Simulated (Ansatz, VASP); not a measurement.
**One calculation of PbS, two programs**

```
Pb S
1.0
     2.07995   -5.99130    0.01560
     2.07995    5.99130    0.01560
     0.03209    0.00000    4.27932
Pb S
2 2
Direct
  0.86944 0.13056 0.75000
  0.13056 0.86944 0.25000
  0.64520 0.35480 0.75000
  0.35480 0.64520 0.25000
```

Change from the starting cell: strain +0.0150 x Voigt [0, 0, 0, 0, 1, 0], atoms carried along.

Alike in both runs: task single point; functional PBEsol; k mesh 8 × 8 × 6; occupations gaussian, width 0.05 eV; no spin polarisation.

|  | VASP | Ansatz |
| --- | --- | --- |
| version | VASP 6.6.1 | Ansatz 0.2.0 |
| potentials or method | VASP PAW PBE potentials, release 64 (Pb_d, S), cutoff 520 eV | scalar-relativistic, plane waves, PAW |
| valence electrons in the cell | 40 | 40 |

|  | VASP | Ansatz | Ansatz less VASP |
| --- | --- | --- | --- |
| gap on the k mesh at the Fermi level (eV) | 1.13 | 1.13 | 0.000 |
| least direct gap on the mesh (eV) | 1.33 | 1.32 | -0.005 |
| pressure (GPa) | -1.9 | -1.8 | +0.05 |
| traceless stress, the component that is largest in VASP (GPa) | -0.80 | -0.79 | +0.003 |
| rms of the force components (eV/Å) | 0.016 | 0.015 | -0.0012 |

VASP's potentials were made for PBE, not for PBEsol. Atom by atom the forces differ by 0.001 eV/Å (rms over components).

Neither program's run includes spin-orbit coupling.
